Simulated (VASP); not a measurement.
# SnO2 (Cassiterite) (P4_2/mnm) in VASP: a series of runs

The runs below take SnO2 (Cassiterite) through single point, with PBE+D3(BJ).

All numbers are computed with VASP 6.6.1; they aren't measurements. Logs are shortened: lines on timing, memory, paths and dates and some standing lists are left out, and cuts for length are marked.

**1. The cell of the first run**

Symmetry: P4_2/mnm, No. 136, tetragonal system. The conventional cell has a = 4.738 Å, b = 4.738 Å, c = 3.187 Å, α = 90.00°, β = 90.00°, γ = 90.00°. Sn (site symmetry mmm) has 6 O at 2.05 to 2.06 Å within 2.7 Å. Within 2.7 Å of O (site symmetry m2m) lie 3 Sn at 2.05 to 2.06 Å and 1 O at 2.59 Å.

**2. Single point, PBE+D3(BJ)**

INCAR reads:

```
  PREC = Accurate
  ENCUT = 520
  EDIFF = 1E-7
  ISMEAR = -1
  SIGMA = 0.02
  LREAL = F
  LASPH = T
  NELM = 100
  ALGO = Normal
  ISIF = 2
  LWAVE = F
  LCHARG = T
  GGA = PE
  IVDW = 12
  LELF = T
  LVHAR = T
  NBANDS = 35
```

KPOINTS reads:

```
Automatic mesh
0
Gamma
  4 4 6
```

POSCAR reads:

```
SnO2
1.0
    4.7380000000      0.0000000000      0.0000000000
    0.0000000000      4.7380000000      0.0000000000
    0.0000000000      0.0000000000      3.1865000000
Sn O
2 4
Direct
    0.0000000000      0.0000000000      0.0000000000
    0.5000000000      0.5000000000      0.5000000000
    0.3071000000      0.3071000000      0.0000000000
    0.1929000000      0.8071000000      0.5000000000
    0.6929000000      0.6929000000      0.0000000000
    0.8071000000      0.1929000000      0.5000000000
```

Potentials or basis: VASP PAW PBE potentials, release 64 (Sn_d, O).

Run with:

```bash
$ cat potpaw_PBE.64/Sn_d/POTCAR potpaw_PBE.64/O/POTCAR > POTCAR
$ mpirun -np 1 vasp_std > vasp.out
```

OUTCAR:

```text
PREC = Accurate
   ENCUT = 520
   EDIFF = 1E-7
   ISMEAR = -1
   LREAL = F
   LASPH = T
   NELM = 100
   ISIF = 2
   GGA = PE
   IVDW = 12
 IVDW          = 12

 ion  position               nearest neighbor table
   1  0.000  0.000  0.000-   4 2.05   6 2.05   4 2.05   6 2.05   5 2.06   3 2.06   2 3.71   2 3.71
                             2 3.71   2 3.71   2 3.71   2 3.71   2 3.71   2 3.71
   2  0.500  0.500  0.500-   3 2.05   5 2.05   3 2.05   5 2.05   4 2.06   6 2.06   1 3.71   1 3.71
                             1 3.71   1 3.71   1 3.71   1 3.71   1 3.71   1 3.71
   3  0.307  0.307  0.000-   2 2.05   2 2.05   1 2.06
   4  0.193  0.807  0.500-   1 2.05   1 2.05   2 2.06
   5  0.693  0.693  0.000-   2 2.05   2 2.05   1 2.06
   6  0.807  0.193  0.500-   1 2.05   1 2.05   2 2.06

  LATTYP: Found a simple tetragonal cell.
 ALAT       =     4.7380000000
 C/A-ratio  =     0.6725411566

  Lattice vectors:

 A1 = (   4.7380000000,   0.0000000000,   0.0000000000)
 A2 = (   0.0000000000,   4.7380000000,   0.0000000000)
 A3 = (   0.0000000000,   0.0000000000,   3.1865000000)

Analysis of symmetry for initial positions (statically):
=====================================================================
 Subroutine PRICEL returns:
 Original cell was already a primitive cell.

 Routine SETGRP: Setting up the symmetry group for a
 simple tetragonal supercell.

 Subroutine GETGRP returns: Found 16 space group operations
 (whereof  8 operations were pure point group operations)
 out of a pool of 16 trial point group operations.

The static configuration has the point symmetry D_2h.
 The point group associated with its full space group is D_4h.

Analysis of symmetry for dynamics (positions and initial velocities):
=====================================================================
 Subroutine PRICEL returns:
 Original cell was already a primitive cell.

 Routine SETGRP: Setting up the symmetry group for a
 simple tetragonal supercell.

 Subroutine GETGRP returns: Found 16 space group operations
 (whereof  8 operations were pure point group operations)
 out of a pool of 16 trial point group operations.

The dynamic configuration has the point symmetry D_2h.
 The point group associated with its full space group is D_4h.

 Subroutine INISYM returns: Found 16 space group operations
 (whereof  8 operations are pure point group operations),
 and found     1 'primitive' translations

----------------------------------------------------------------------------------------

                                     Primitive cell

  volume of cell :      71.5326

  direct lattice vectors                    reciprocal lattice vectors
     4.738000000  0.000000000  0.000000000     0.211059519  0.000000000  0.000000000
     0.000000000  4.738000000  0.000000000     0.000000000  0.211059519  0.000000000
     0.000000000  0.000000000  3.186500000     0.000000000  0.000000000  0.313823945

  length of vectors
     4.738000000  4.738000000  3.186500000     0.211059519  0.211059519  0.313823945

  position of ions in fractional coordinates (direct lattice)
     0.000000000  0.000000000  0.000000000
     0.500000000  0.500000000  0.500000000
     0.307100000  0.307100000  0.000000000
     0.192900000  0.807100000  0.500000000
     0.692900000  0.692900000  0.000000000
     0.807100000  0.192900000  0.500000000

  ion indices of the primitive-cell ions
   primitive index   ion index
                 1           1
                 2           2
                 3           3
                 4           4
                 5           5
                 6           6

----------------------------------------------------------------------------------------

 KPOINTS: Automatic mesh

Automatic generation of k-mesh.
 Grid dimensions read from file:
 generate k-points for:    4    4    6

 Generating k-lattice:

  Cartesian coordinates                     Fractional coordinates (reciprocal lattice)
     0.052764880  0.000000000  0.000000000     0.250000000  0.000000000  0.000000000
     0.000000000  0.052764880  0.000000000     0.000000000  0.250000000  0.000000000
     0.000000000  0.000000000  0.052303991     0.000000000  0.000000000  0.166666667

  Length of vectors
     0.052764880  0.052764880  0.052303991

  Shift w.r.t. Gamma in fractional coordinates (k-lattice)
     0.000000000  0.000000000  0.000000000

 Subroutine IBZKPT returns following result:
 ===========================================

 Found     24 irreducible k-points:

 Following reciprocal coordinates:
            Coordinates               Weight
  0.000000  0.000000  0.000000      1.000000
  0.250000  0.000000  0.000000      4.000000
  0.500000  0.000000  0.000000      2.000000
  0.250000  0.250000  0.000000      4.000000
  0.500000  0.250000  0.000000      4.000000
  0.500000  0.500000  0.000000      1.000000
[... 16 lines left out ...]
  0.500000  0.250000  0.500000      4.000000
  0.500000  0.500000  0.500000      1.000000
   k-points           NKPTS =     24   k-points in BZ     NKDIM =     24   number of bands    NBANDS=     35
   number of dos      NEDOS =    301   number of ions     NIONS =      6
   total plane-waves  NPLWV =  31104
   dimension x,y,z NGX =    36 NGY =   36 NGZ =   24
   dimension x,y,z NGXF=    72 NGYF=   72 NGZF=   48
   ions per type =               2   4
   NGX,Y,Z   is equivalent  to a cutoff of  12.63, 12.63, 12.52 a.u.
   NGXF,Y,Z  is equivalent  to a cutoff of  25.26, 25.26, 25.04 a.u.
 SYSTEM =  unknown system
   PREC   = accura    normal or accurate (medium, high low for compatibility)
   ISTART =      0    job   : 0-new  1-cont  2-samecut
   ICHARG =      2    charge: 1-file 2-atom 10-const
   ISPIN  =      1    spin polarized calculation?
   LNONCOLLINEAR =      F non collinear calculations
   LSORBIT =      F    spin-orbit coupling
   LASPH  =      T    aspherical Exc in radial PAW
   ENCUT  =  520.0 eV  38.22 Ry    6.18 a.u.   8.81  8.81  5.92*2*pi/ulx,y,z
   NELM   =    100;   NELMIN=  2; NELMDL= -5     # of ELM steps
   EDIFF  = 0.1E-06   stopping-criterion for ELM
   LREAL  =      F    real-space projection
   EDIFFG = 0.1E-05   stopping-criterion for IOM
   NSW    =      0    number of steps for IOM
   IBRION =     -1    ionic relax: 0-MD 1-quasi-New 2-CG
   NFREE  =      0    steps in history (QN), initial steepest desc. (CG)
   ISIF   =      2    stress and relaxation
   ISYM   =      2    0-nonsym 1-usesym 2-fastsym
   POTIM  = 0.5000    time-step for ionic-motion
   TEBEG  =    0.0;   TEEND  =   0.0 temperature during run
   PSTRESS=    0.0 pullay stress
   NELECT =      52.0000    total number of electrons
   NUPDOWN=      -1.0000    fix difference up-down
   EMIN   =  10.00;   EMAX   =-10.00  energy-range for DOS
   EFERMI =   0.00;   METHOD = LEGACY
   ISMEAR =    -1;   SIGMA  =   0.02  broadening in eV -4-tet -1-fermi 0-gaus
   EFERMI_NEDOS =   21; number of points for ismear=-14 and -15
   IALGO  =     38    algorithm
   IMIX   =      4    mixing-type and parameters
     AMIX     =   0.40;   BMIX     =  1.00
     AMIX_MAG =   1.60;   BMIX_MAG =  1.00
  volume/ion in A,a.u.               =      11.92        80.45
  Fermi-wavevector in a.u.,A,eV,Ry     =   1.472000  2.781677 29.480903  2.166785
  Thomas-Fermi vector in A             =   2.587068
   LORBIT       =      0    0 simple, 1 ext, 2 COOP (PROOUT), +10 PAW based schemes
   GGA     = PE    functional components
   LHFCALC =     F    Hartree Fock is set to
   AEXX    =    0.0000 exact exchange contribution
   IVDW    =    12    specifies the selected vdW correction
   LEPSILON=     F    determine dielectric tensor
   LRPA    =     F    only Hartree local field effects (RPA)
 non-spin polarized calculation
  energy-cutoff  :      520.00
  volume of cell :       71.53
 maximum number of plane-waves:      1992
 NGX is ok and might be reduce to    36
   NGX = 17   NGY = 17   NGZ = 11

 number of electron      51.9999993 magnetization

 Free energy of the ion-electron system (eV)
  ---------------------------------------------------
  ext. energy  EPLUGINS =         0.00000000
  ---------------------------------------------------
  free energy    TOTEN  =       -37.15833262 eV

  energy without entropy =      -37.15833262  energy(sigma->0) =      -37.15833262

 E-fermi :   6.5952     XC(G=0): -11.2574

 val. band max:        6.1439828710   @ k =   0.0000   0.0000   0.0000
 cond. band min:       7.4160245317   @ k =   0.0000   0.0000   0.0000
 fundamental gap:      1.2720416607
 Fermi energy:         6.5951722324

 k-point     1 :       0.0000    0.0000    0.0000
  band No.  band energies     occupation
      1     -14.9633      2.00000
      2     -14.1853      2.00000
      3     -13.9020      2.00000
      4     -13.8801      2.00000
      5     -13.8801      2.00000
      6     -13.8001      2.00000
[... 27 lines left out ...]
     34      18.2536      0.00000
     35      18.7801      0.00000

 k-point     2 :       0.2500    0.0000    0.0000
  band No.  band energies     occupation
      1     -14.8676      2.00000
      2     -14.2984      2.00000
      3     -13.9021      2.00000
      4     -13.8764      2.00000
      5     -13.8762      2.00000
      6     -13.8674      2.00000
[... 27 lines left out ...]
     34      18.3313      0.00000
     35      18.7203      0.00000

 k-point     3 :       0.5000    0.0000    0.0000
  band No.  band energies     occupation
      1     -14.6053      2.00000
      2     -14.6053      2.00000
      3     -13.9000      2.00000
      4     -13.9000      2.00000
      5     -13.8724      2.00000
      6     -13.8724      2.00000
[... 27 lines left out ...]
     34      18.6470      0.00000
     35      18.8238      0.00000

 k-point     4 :       0.2500    0.2500    0.0000
  band No.  band energies     occupation
      1     -14.8185      2.00000
      2     -14.4212      2.00000
      3     -13.8996      2.00000
      4     -13.8813      2.00000
      5     -13.8749      2.00000
      6     -13.8724      2.00000
[... 27 lines left out ...]
     34      18.3038      0.00000
     35      18.5879      0.00000

 k-point     5 :       0.5000    0.2500    0.0000
  band No.  band energies     occupation
      1     -14.6565      2.00000
      2     -14.6565      2.00000
      3     -13.8864      2.00000
      4     -13.8864      2.00000
      5     -13.8776      2.00000
      6     -13.8776      2.00000
[... 638 lines left out ...]
 k-point    22 :       0.2500    0.2500    0.5000
  band No.  band energies     occupation
      1     -14.8906      2.00000
      2     -14.7130      2.00000
      3     -14.2072      2.00000
      4     -13.8887      2.00000
      5     -13.7456      2.00000
      6     -13.7427      2.00000
[... 27 lines left out ...]
     34      18.2456      0.00000
     35      18.7495      0.00000

 k-point    23 :       0.5000    0.2500    0.5000
  band No.  band energies     occupation
      1     -14.8207      2.00000
      2     -14.8207      2.00000
      3     -14.0420      2.00000
      4     -14.0420      2.00000
      5     -13.7430      2.00000
      6     -13.7430      2.00000
[... 27 lines left out ...]
     34      17.7757      0.00000
     35      19.0100      0.00000

 k-point    24 :       0.5000    0.5000    0.5000
  band No.  band energies     occupation
      1     -14.7201      2.00000
      2     -14.7201      2.00000
      3     -14.2146      2.00000
      4     -14.2146      2.00000
      5     -13.7387      2.00000
      6     -13.7387      2.00000
[... 27 lines left out ...]
     34      17.3600      0.00000
     35      19.3410      0.00000

------------------------ aborting loop because EDIFF is reached ----------------------------------------

 Edisp (eV)   -1.33964

 E8    (eV) :    -0.5386

  FORCE on cell =-STRESS in cart. coord.  units (eV):
  Direction    XX          YY          ZZ          XY          YZ          ZX
  --------------------------------------------------------------------------------------
  -------------------------------------------------------------------------------------
  Total       3.37325     3.37325     4.86656     0.00000     0.00000     0.00000
  in kB      75.55361    75.55361   109.00058     0.00000     0.00000     0.00000
  external pressure =       86.70 kB  Pullay stress =        0.00 kB

 VOLUME and BASIS-vectors are now :
 -----------------------------------------------------------------------------
  energy-cutoff  :      520.00
  volume of cell :       71.53
      direct lattice vectors                 reciprocal lattice vectors
     4.738000000  0.000000000  0.000000000     0.211059519  0.000000000  0.000000000
     0.000000000  4.738000000  0.000000000     0.000000000  0.211059519  0.000000000
     0.000000000  0.000000000  3.186500000     0.000000000  0.000000000  0.313823945

 POSITION                                       TOTAL-FORCE (eV/Angst)
 -----------------------------------------------------------------------------------
      0.00000      0.00000      0.00000         0.000000      0.000000     -0.000000
      2.36900      2.36900      1.59325         0.000000      0.000000     -0.000000
      1.45504      1.45504      0.00000        -0.211524     -0.211524      0.000000
      0.91396      3.82404      1.59325         0.211524     -0.211524      0.000000
      3.28296      3.28296      0.00000         0.211524      0.211524     -0.000000
      3.82404      0.91396      1.59325        -0.211524      0.211524     -0.000000
 -----------------------------------------------------------------------------------
    total drift:                               -0.000000      0.000000      0.000000

  FREE ENERGIE OF THE ION-ELECTRON SYSTEM (eV)
  ---------------------------------------------------
  free  energy   TOTEN  =       -38.4979750357 eV

  energy  without entropy=      -38.4979750357  energy(sigma->0) =      -38.49797504
```

Run time: 56 s. Hardware: 1 thread of Intel Xeon 6975P-C, shared host; peak memory 0.2 GiB.

What came out:

```
Free energy                : -38.4980 eV
Pressure                   : 8.7 GPa
Largest force              : 0.299 eV/Å
Band gap on the k mesh     : 1.27 eV, direct
Dispersion energy per atom : -0.223 eV
```

Forces on the atoms (eV/Å):
```
Sn   0.000  0.000  0.000
Sn   0.000  0.000  0.000
O   -0.212 -0.212  0.000
O    0.212 -0.212  0.000
O    0.212  0.212  0.000
O   -0.212  0.212  0.000
```

Stress tensor (GPa, compression positive):
```
 7.56  0.00  0.00
 0.00  7.56  0.00
 0.00  0.00 10.90
```

Caveat: three body term missing; spin-orbit coupling is left out, which moves the levels of the heavy elements. Expect the measured gap to be larger: semilocal functionals such as PBE lack the derivative discontinuity.

**3. Single point, PBE+D3(BJ)**

This run uses another cell than the first one, of 12.07 Å³/atom, 1.012 times its volume.

INCAR reads:

```
PREC = Accurate ; ENCUT = 520
EDIFF = 1E-6 ; ISMEAR = -1
SIGMA = 0.02 ; LREAL = False
LASPH = True ; NELM = 100
ALGO = Normal ; ISIF = 2
LWAVE = False ; LCHARG = False
GGA = PE ; IVDW = 12
NBANDS = 35
```

KPOINTS reads:

```
regular mesh
0
Gamma
  4 4 6
```

POSCAR reads:

```
SnO2
1.0
    4.7458152918      0.0000000000      0.0000000000
    0.0000000000      4.7458152918      0.0000000000
    0.0000000000      0.0000000000      3.2155144699
Sn O
2 4
Direct
    0.0000000000      0.0000000000      0.0000000000
    0.5000000000      0.5000000000      0.5000000000
    0.3058321593      0.3058321593      0.0000000000
    0.1941678407      0.8058321593      0.5000000000
    0.6941678407      0.6941678407      0.0000000000
    0.8058321593      0.1941678407      0.5000000000
```

Potentials or basis: VASP PAW PBE potentials, release 64 (Sn_d, O).

Run with:

```bash
$ cat potpaw_PBE.64/Sn_d/POTCAR potpaw_PBE.64/O/POTCAR > POTCAR
$ mpirun -np 1 vasp_std > vasp.out
```

Wall time 43 s (1 thread of Intel Xeon 6975P-C, shared host); peak memory 0.21 GiB.

It converged, with:

```yaml
Free_energy: -38.5473 eV
Pressure: 5.3 GPa
Largest_force: 0.015 eV/Å
Band_gap_on_the_k_mesh: 1.08 eV, direct
Dispersion_energy_per_atom: -0.220 eV
```

Forces on the atoms (eV/Å):
```
Sn   0.000  0.000  0.000
Sn   0.000  0.000  0.000
O   -0.011 -0.011  0.000
O    0.011 -0.011  0.000
O    0.011  0.011  0.000
O   -0.011  0.011  0.000
```

Stress tensor (GPa, compression positive):
```
5.24 0.00 0.00
0.00 5.24 0.00
0.00 0.00 5.56
```

Levels at points of the mesh, in eV from the valence-band top:
```
           k point  band 24  band 25  band 26  band 27  band 28  band 29
(0.00, 0.00, 0.00)    -0.77    -0.77     0.00     1.08     6.01     6.21
(0.50, 0.00, 0.00)    -1.21    -0.62    -0.62     4.30     4.30     6.98
(0.50, 0.50, 0.00)    -1.34    -0.88    -0.88     4.70     4.70     7.41
(0.00, 0.00, 0.50)    -1.64    -1.24    -1.24     6.03     6.03     9.68
(0.50, 0.00, 0.50)    -1.08    -0.70    -0.70     6.32     6.32     8.00
(0.50, 0.50, 0.50)    -0.94    -0.81    -0.81     4.72     4.72     8.86
```

Caveat: three body term missing; spin-orbit coupling is left out, which moves the levels of the heavy elements. As with any semilocal functional, this PBE gap is likely too small.
